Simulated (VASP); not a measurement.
# InH3 (P6/mmm) in VASP: notebook

Runs on InH3. Level: PBE. Tasks: single point, relaxation of cell and atoms.

All numbers are computed with VASP 6.6.1; they aren't measurements. Logs are shortened: lines on timing, memory, paths and dates and some standing lists are left out, and cuts for length are marked.

### 1 The cell of the first run

The structure is hexagonal, space group P6/mmm (No. 191). Conventional cell: a = 2.982 Å, b = 2.982 Å, c = 4.998 Å, α = 90.00°, β = 90.00°, γ = 120.00°. In (site symmetry 6/mmm) has 24 H at 2.91 to 3.59 Å and 6 In at 2.98 Å within 3.8 Å. H (site symmetry mmm) has 4 H at 1.49 Å within 2.0 Å.

### 2 Single point, PBE

Input file INCAR:

```
PREC = Accurate
ENCUT = 520
EDIFF = 1E-7
ISMEAR = 0
SIGMA = 0.1
LREAL = F
LASPH = T
NELM = 100
ALGO = Normal
ISIF = 2
LWAVE = F
LCHARG = F
GGA = PE
NBANDS = 16
```

Input file KPOINTS:

```
regular mesh
0
Gamma
  18 18 10
```

Input file POSCAR:

```
InH3
1.0
    2.9822956346      0.0000000000      0.0000000000
   -1.4911478173      2.5827437811      0.0000000000
    0.0000000000      0.0000000000      4.9982762168
In H
1 3
Direct
    0.0000000000      0.0000000000      0.5000000000
    0.5000000000      0.0000000000      0.0000000000
    0.0000000000      0.5000000000      0.0000000000
    0.5000000000      0.5000000000      0.0000000000
```

Potentials or basis: VASP PAW PBE potentials, release 64 (In_d, H).

Command:

```sh
> cat potpaw_PBE.64/In_d/POTCAR potpaw_PBE.64/H/POTCAR > POTCAR
> mpirun -np 1 vasp_std > vasp.out
```

OUTCAR:

```text
PREC = Accurate
   ENCUT = 520
   EDIFF = 1E-7
   ISMEAR = 0
   LREAL = F
   LASPH = T
   NELM = 100
   ISIF = 2
   GGA = PE

 ion  position               nearest neighbor table
   1  0.000  0.000  0.500-
   2  0.500  0.000  0.000-
   3  0.000  0.500  0.000-
   4  0.500  0.500  0.000-

  LATTYP: Found a hexagonal cell.
 ALAT       =     2.9822956346
 C/A-ratio  =     1.6759828096

  Lattice vectors:

 A1 = (   2.9822956346,   0.0000000000,   0.0000000000)
 A2 = (  -1.4911478173,   2.5827437811,   0.0000000000)
 A3 = (   0.0000000000,   0.0000000000,   4.9982762168)

Analysis of symmetry for initial positions (statically):
=====================================================================
 Subroutine PRICEL returns:
 Original cell was already a primitive cell.

 Routine SETGRP: Setting up the symmetry group for a
 hexagonal supercell.

 Subroutine GETGRP returns: Found 24 space group operations
 (whereof 24 operations were pure point group operations)
 out of a pool of 24 trial point group operations.

The static configuration has the point symmetry D_6h.

Analysis of symmetry for dynamics (positions and initial velocities):
=====================================================================
 Subroutine PRICEL returns:
 Original cell was already a primitive cell.

 Routine SETGRP: Setting up the symmetry group for a
 hexagonal supercell.

 Subroutine GETGRP returns: Found 24 space group operations
 (whereof 24 operations were pure point group operations)
 out of a pool of 24 trial point group operations.

The dynamic configuration has the point symmetry D_6h.

 Subroutine INISYM returns: Found 24 space group operations
 (whereof 24 operations are pure point group operations),
 and found     1 'primitive' translations

----------------------------------------------------------------------------------------

                                     Primitive cell

  volume of cell :      38.4993

  direct lattice vectors                    reciprocal lattice vectors
     2.982295635  0.000000000  0.000000000     0.335312163  0.193592568  0.000000000
    -1.491147817  2.582743781  0.000000000     0.000000000  0.387185135  0.000000000
     0.000000000  0.000000000  4.998276217     0.000000000  0.000000000  0.200068975

  length of vectors
     2.982295635  2.982295635  4.998276217     0.387185135  0.387185135  0.200068975

  position of ions in fractional coordinates (direct lattice)
     0.000000000  0.000000000  0.500000000
     0.500000000  0.000000000  0.000000000
     0.000000000  0.500000000  0.000000000
     0.500000000  0.500000000  0.000000000

  ion indices of the primitive-cell ions
   primitive index   ion index
                 1           1
                 2           2
                 3           3
                 4           4

----------------------------------------------------------------------------------------

 KPOINTS: regular mesh

Automatic generation of k-mesh.
 Grid dimensions read from file:
 generate k-points for:   18   18   10

 Generating k-lattice:

  Cartesian coordinates                     Fractional coordinates (reciprocal lattice)
     0.018628454  0.010755143  0.000000000     0.055555556 -0.000000000  0.000000000
     0.000000000  0.021510285  0.000000000     0.000000000  0.055555556  0.000000000
     0.000000000  0.000000000  0.020006898     0.000000000  0.000000000  0.100000000

  Length of vectors
     0.021510285  0.021510285  0.020006898

  Shift w.r.t. Gamma in fractional coordinates (k-lattice)
     0.000000000  0.000000000  0.000000000

 Subroutine IBZKPT returns following result:
 ===========================================

 Found    222 irreducible k-points:

 Following reciprocal coordinates:
            Coordinates               Weight
  0.000000  0.000000  0.000000      1.000000
  0.055556  0.000000  0.000000      6.000000
  0.111111  0.000000  0.000000      6.000000
  0.166667  0.000000  0.000000      6.000000
  0.222222  0.000000  0.000000      6.000000
  0.277778  0.000000  0.000000      6.000000
[... 16 lines left out ...]
  0.333333  0.111111  0.000000     12.000000
  0.388889  0.111111  0.000000     12.000000
 [... further k-points ...]
   k-points           NKPTS =    222   k-points in BZ     NKDIM =    222   number of bands    NBANDS=     16
   number of dos      NEDOS =    301   number of ions     NIONS =      4
   total plane-waves  NPLWV =  23040
   dimension x,y,z NGX =    24 NGY =   24 NGZ =   40
   dimension x,y,z NGXF=    48 NGYF=   48 NGZF=   80
   ions per type =               1   3
   NGX,Y,Z   is equivalent  to a cutoff of  13.38, 13.38, 13.30 a.u.
   NGXF,Y,Z  is equivalent  to a cutoff of  26.76, 26.76, 26.61 a.u.
 SYSTEM =  unknown system
   PREC   = accura    normal or accurate (medium, high low for compatibility)
   ISTART =      0    job   : 0-new  1-cont  2-samecut
   ICHARG =      2    charge: 1-file 2-atom 10-const
   ISPIN  =      1    spin polarized calculation?
   LNONCOLLINEAR =      F non collinear calculations
   LSORBIT =      F    spin-orbit coupling
   LASPH  =      T    aspherical Exc in radial PAW
   ENCUT  =  520.0 eV  38.22 Ry    6.18 a.u.   5.55  5.55  9.29*2*pi/ulx,y,z
   NELM   =    100;   NELMIN=  2; NELMDL= -5     # of ELM steps
   EDIFF  = 0.1E-06   stopping-criterion for ELM
   LREAL  =      F    real-space projection
   EDIFFG = 0.1E-05   stopping-criterion for IOM
   NSW    =      0    number of steps for IOM
   IBRION =     -1    ionic relax: 0-MD 1-quasi-New 2-CG
   NFREE  =      0    steps in history (QN), initial steepest desc. (CG)
   ISIF   =      2    stress and relaxation
   ISYM   =      2    0-nonsym 1-usesym 2-fastsym
   POTIM  = 0.5000    time-step for ionic-motion
   TEBEG  =    0.0;   TEEND  =   0.0 temperature during run
   PSTRESS=    0.0 pullay stress
   NELECT =      16.0000    total number of electrons
   NUPDOWN=      -1.0000    fix difference up-down
   EMIN   =  10.00;   EMAX   =-10.00  energy-range for DOS
   EFERMI =   0.00;   METHOD = LEGACY
   ISMEAR =     0;   SIGMA  =   0.10  broadening in eV -4-tet -1-fermi 0-gaus
   EFERMI_NEDOS =   21; number of points for ismear=-14 and -15
   IALGO  =     38    algorithm
   IMIX   =      4    mixing-type and parameters
     AMIX     =   0.40;   BMIX     =  1.00
     AMIX_MAG =   1.60;   BMIX_MAG =  1.00
  volume/ion in A,a.u.               =       9.62        64.95
  Fermi-wavevector in a.u.,A,eV,Ry     =   1.221699  2.308676 20.307340  1.492547
  Thomas-Fermi vector in A             =   2.356872
   LORBIT       =      0    0 simple, 1 ext, 2 COOP (PROOUT), +10 PAW based schemes
   GGA     = PE    functional components
   LHFCALC =     F    Hartree Fock is set to
   AEXX    =    0.0000 exact exchange contribution
   IVDW    =     0    specifies the selected vdW correction
   LEPSILON=     F    determine dielectric tensor
   LRPA    =     F    only Hartree local field effects (RPA)
 non-spin polarized calculation
 Gauss-broadening in eV      SIGMA  =   0.10
  energy-cutoff  :      520.00
  volume of cell :       38.50
 maximum number of plane-waves:      1064
 NGX is ok and might be reduce to    24
   NGX = 11   NGY = 11   NGZ = 19

 number of electron      16.0000004 magnetization

 Free energy of the ion-electron system (eV)
  ---------------------------------------------------
  ext. energy  EPLUGINS =         0.00000000
  ---------------------------------------------------
  free energy    TOTEN  =        -9.57004582 eV

  energy without entropy =       -9.56669414  energy(sigma->0) =       -9.56836998

 E-fermi :   5.3905     XC(G=0): -10.0191

 val. band max:        5.3383255976   @ k =   0.3333   0.2222   0.0000
 cond. band min:       5.4005535396   @ k =   0.3333   0.2778   0.1000
 fundamental gap:      0.0622279420
 Fermi energy:         5.3905207504

 k-point     1 :       0.0000    0.0000    0.0000
  band No.  band energies     occupation
      1      -9.7921      2.00000
      2      -9.5469      2.00000
      3      -9.5469      2.00000
      4      -9.1649      2.00000
      5      -9.1649      2.00000
      6      -5.7643      2.00000
[... 8 lines left out ...]
     15      20.0658      0.00000
     16      21.9099      0.00000

 k-point     2 :       0.0556    0.0000    0.0000
  band No.  band energies     occupation
      1      -9.7766      2.00000
      2      -9.5529      2.00000
      3      -9.5280      2.00000
      4      -9.1789      2.00000
      5      -9.1677      2.00000
      6      -5.6954      2.00000
[... 8 lines left out ...]
     15      20.1439      0.00000
     16      21.9132      0.00000

 k-point     3 :       0.1111    0.0000    0.0000
  band No.  band energies     occupation
      1      -9.7390      2.00000
      2      -9.5637      2.00000
      3      -9.4730      2.00000
      4      -9.2187      2.00000
      5      -9.1756      2.00000
      6      -5.4882      2.00000
[... 8 lines left out ...]
     15      20.3544      0.00000
     16      21.7121      0.00000

 k-point     4 :       0.1667    0.0000    0.0000
  band No.  band energies     occupation
      1      -9.7157      2.00000
      2      -9.5481      2.00000
      3      -9.3877      2.00000
      4      -9.2785      2.00000
      5      -9.1878      2.00000
      6      -5.1414      2.00000
[... 8 lines left out ...]
     15      20.3616      0.00000
     16      20.8973      0.00000

 k-point     5 :       0.2222    0.0000    0.0000
  band No.  band energies     occupation
      1      -9.7397      2.00000
      2      -9.4796      2.00000
      3      -9.3500      2.00000
      4      -9.2812      2.00000
      5      -9.2026      2.00000
      6      -4.6550      2.00000
[... 8 lines left out ...]
     15      20.5739      0.00000
     16      21.3838      0.00000

 k-point     6 :       0.2778    0.0000    0.0000
  band No.  band energies     occupation
      1      -9.7872      2.00000
      2      -9.4240      2.00000
      3      -9.3886      2.00000
      4      -9.2184      2.00000
      5      -9.1655      2.00000
      6      -4.0317      2.00000
[... 8 lines left out ...]
     15      20.5766      0.00000
     16      21.1601      0.00000

 k-point     7 :       0.3333    0.0000    0.0000
  band No.  band energies     occupation
      1      -9.8375      2.00000
      2      -9.4917      2.00000
      3      -9.3006      2.00000
      4      -9.2332      2.00000
      5      -9.0543      2.00000
      6      -3.2803      2.00000
[... 8 lines left out ...]
     15      20.4861      0.00000
     16      20.6505      0.00000

 k-point     8 :       0.3889    0.0000    0.0000
  band No.  band energies     occupation
      1      -9.8801      2.00000
      2      -9.5456      2.00000
      3      -9.2453      2.00000
      4      -9.2296      2.00000
      5      -8.9620      2.00000
      6      -2.4228      2.00000
[... 8 lines left out ...]
     15      20.2749      0.00000
     16      20.3982      0.00000

 k-point     9 :       0.4444    0.0000    0.0000
  band No.  band energies     occupation
      1      -9.9083      2.00000
      2      -9.5802      2.00000
      3      -9.2531      2.00000
      4      -9.1839      2.00000
      5      -8.9008      2.00000
      6      -1.5309      2.00000
[... 8 lines left out ...]
     15      20.0471      0.00000
     16      20.3411      0.00000
[... 172 lines left out ...]
 k-point    19 :       0.1111    0.1111    0.0000
  band No.  band energies     occupation
      1      -9.6542      2.00000
      2      -9.6047      2.00000
      3      -9.3255      2.00000
      4      -9.3064      2.00000
      5      -9.1992      2.00000
      6      -4.9324      2.00000
[... 8 lines left out ...]
     15      19.8411      0.00000
     16      19.8571      0.00000

 k-point    20 :       0.1667    0.1111    0.0000
  band No.  band energies     occupation
      1      -9.6623      2.00000
      2      -9.5582      2.00000
      3      -9.3679      2.00000
      4      -9.2248      2.00000
      5      -9.2182      2.00000
      6      -4.4450      2.00000
[... 8 lines left out ...]
     15      19.1754      0.00000
     16      20.2803      0.00000

 k-point    21 :       0.2222    0.1111    0.0000
  band No.  band energies     occupation
      1      -9.7098      2.00000
      2      -9.4609      2.00000
      3      -9.4312      2.00000
      4      -9.2389      2.00000
      5      -9.1286      2.00000
      6      -3.8216      2.00000
[... 8 lines left out ...]
     15      18.6001      0.00000
     16      21.1981      0.00000

 k-point    22 :       0.2778    0.1111    0.0000
  band No.  band energies     occupation
      1      -9.7567      2.00000
      2      -9.4891      2.00000
      3      -9.3584      2.00000
      4      -9.2584      2.00000
      5      -9.0485      2.00000
      6      -3.0714      2.00000
[... 8 lines left out ...]
     15      18.1447      0.00000
     16      21.8376      0.00000

 k-point    23 :       0.3333    0.1111    0.0000
  band No.  band energies     occupation
      1      -9.7956      2.00000
      2      -9.5351      2.00000
      3      -9.2743      2.00000
      4      -9.2664      2.00000
      5      -8.9917      2.00000
      6      -2.2154      2.00000
[... 8 lines left out ...]
     15      17.8160      0.00000
     16      22.1181      0.00000

 k-point    24 :       0.3889    0.1111    0.0000
  band No.  band energies     occupation
      1      -9.8212      2.00000
      2      -9.5646      2.00000
      3      -9.2848      2.00000
      4      -9.2011      2.00000
      5      -8.9599      2.00000
      6      -1.3222      2.00000
[... 8 lines left out ...]
     15      17.6176      0.00000
     16      22.1752      0.00000

 [... further k-points ...]
[... 5 lines left out ...]
  --------------------------------------------------------------------------------------
  -------------------------------------------------------------------------------------
  Total       -0.0303423     -0.0303423     -0.0280212      0.0000000      0.0000000      0.0000000
  in kB       -1.2627184     -1.2627184     -1.1661250      0.0000000      0.0000000      0.0000000
  external PRESSURE =      -1.2305206 kB  Pullay stress =       0.0000000 kB

 VOLUME and BASIS-vectors are now :
 -----------------------------------------------------------------------------
  energy-cutoff  :      520.00
  volume of cell :       38.50
      direct lattice vectors                 reciprocal lattice vectors
     2.982295635  0.000000000  0.000000000     0.335312163  0.193592568  0.000000000
    -1.491147817  2.582743781  0.000000000     0.000000000  0.387185135  0.000000000
     0.000000000  0.000000000  4.998276217     0.000000000  0.000000000  0.200068975

 POSITION                                       TOTAL-FORCE (eV/Angst)
 -----------------------------------------------------------------------------------
      0.00000      0.00000      2.49914         0.000000      0.000000      0.000000
      1.49115      0.00000      0.00000        -0.000000      0.000000      0.000000
     -0.74557      1.29137      0.00000         0.000000      0.000000      0.000000
      0.74557      1.29137      0.00000        -0.000000      0.000000      0.000000
 -----------------------------------------------------------------------------------
    total drift:                                0.000000      0.000000     -0.000000

  FREE ENERGIE OF THE ION-ELECTRON SYSTEM (eV)
  ---------------------------------------------------
  free  energy   TOTEN  =        -9.5700458195 eV

  energy  without entropy=       -9.5666941416  energy(sigma->0) =       -9.56836998
```

Wall time 46 s (1 thread of Intel Xeon 6975P-C (Granite Rapids), shared host); peak memory 0.26 GiB.

What came out:

| Item | Value |
| --- | --- |
| Free energy | -9.5700 eV |
| Pressure | -0.1 GPa |
| Band gap on the k mesh | zero (band 8 reaches 8.04 eV, above the bottom of band 9 at 3.00 eV) |

Levels at points of the mesh, in eV from the Fermi level:
```
           k point  band 6  band 7  band 8  band 9  band 10  band 11
(0.00, 0.00, 0.00)  -11.15   -6.65   -1.95    6.66     6.66    12.55
(0.50, 0.00, 0.00)   -6.39   -4.54   -1.53   -0.25     3.24     4.23
(0.00, 0.00, 0.50)  -10.30   -8.85    1.86    6.65     6.65     6.78
(0.50, 0.00, 0.50)   -5.88   -3.82   -2.77   -2.39     4.67     5.88
```

Caveat: spin-orbit coupling is left out, which moves the levels of the heavy elements.

### 3 Relaxation of cell and atoms, PBE

This run uses another cell than the first one, of 9.74 Å³/atom, 1.012 times its volume.

Input file INCAR:

```
  PREC = Accurate
  ENCUT = 600
  EDIFF = 1E-7
  ISMEAR = 0
  SIGMA = 0.1
  LREAL = F
  LASPH = T
  NELM = 100
  ALGO = Normal
  ISIF = 3
  LWAVE = F
  LCHARG = F
  GGA = PE
  IBRION = 2
  NSW = 100
  EDIFFG = -0.01
```

KPOINTS is that of step 2.

Input file POSCAR:

```
InH3
1.0
    2.9142742473      0.0000000000      0.0000000000
   -1.4571371237      2.5238355318      0.0000000000
    0.0000000000      0.0000000000      5.2974228262
In H
1 3
Direct
    0.0000000000      0.0000000000      0.5000000000
    0.5000000000      0.0000000000      0.0000000000
    0.0000000000      0.5000000000      0.0000000000
    0.5000000000      0.5000000000      0.0000000000
```

Potentials or basis: VASP PAW PBE potentials, release 64 (In_d, H).

Command:

```sh
> cat potpaw_PBE.64/In_d/POTCAR potpaw_PBE.64/H/POTCAR > POTCAR
> mpirun -np 1 vasp_std > vasp.out
```

Run time: 4.6 min. Hardware: 1 thread of Intel Xeon 6975P-C (Granite Rapids), shared host; peak memory 0.28 GiB.

It converged, with:

```
Free energy                            : -9.5702 eV
Relaxed volume                         : 9.61 Å³/atom
Relaxed cell                           : a = 2.982 Å, b = 2.982 Å, c = 4.992 Å, α = 90.00°, β = 90.00°, γ = 120.00°
Space group after relaxing (to 0.05 Å) : P6/mmm (No. 191)
Energy gained by relaxing              : 4.4 meV/atom
Ionic steps                            : 11
Pressure after relaxing                : 0.0 GPa
Band gap on the k mesh                 : zero (band 8 reaches 8.07 eV, above the bottom of band 9 at 3.01 eV)
```

Stress tensor (GPa, compression positive):
```
0.00 0.00 0.00
0.00 0.00 0.00
0.00 0.00 0.08
```

The path:
```csv
step,energy change (eV),largest force (eV/Å),pressure (GPa),volume (Å³)
1,0.0000,0.0000,1.92,38.96
2,-0.0080,0.0000,0.74,39.62
3,-0.0100,0.0000,-0.26,40.23
4,-0.0100,0.0000,-0.16,40.17
5,-0.0103,0.0000,-0.16,40.12
6,-0.0109,0.0000,-0.15,39.96
7,-0.0124,0.0000,-0.12,39.63
8,-0.0160,0.0000,-0.01,38.97
9,-0.0105,0.0000,0.22,37.61
10,-0.0174,0.0000,0.01,38.62
11,-0.0176,0.0000,0.02,38.43
```

Final structure:
```xyz
4
Lattice="2.9816 0.0000 0.0000 -1.4908 2.5822 0.0000 0.0000 0.0000 4.9919" Properties=species:S:1:pos:R:3 pbc="T T T"
In    1.4908    2.5822    2.4960
H     1.4908    0.0000    0.0000
H    -0.7454    1.2911    0.0000
H     0.7454    1.2911    0.0000
```

Levels at points of the mesh, in eV from the Fermi level:
```tsv
k point	band 4	band 5	band 6	band 7	band 8	band 9	band 10	band 11	band 12
(0.00, 0.00, 0.00)	-14.56	-14.56	-11.17	-6.64	-1.95	6.66	6.66	12.54	13.93
(0.50, 0.00, 0.00)	-14.56	-14.27	-6.40	-4.55	-1.52	-0.24	3.24	4.22	5.70
(0.00, 0.00, 0.50)	-14.56	-14.56	-10.31	-8.85	1.87	6.64	6.64	6.80	13.37
(0.50, 0.00, 0.50)	-14.55	-14.27	-5.89	-3.83	-2.77	-2.39	4.67	5.89	7.92
```

Caveat: spin-orbit coupling is left out, which moves the levels of the heavy elements.
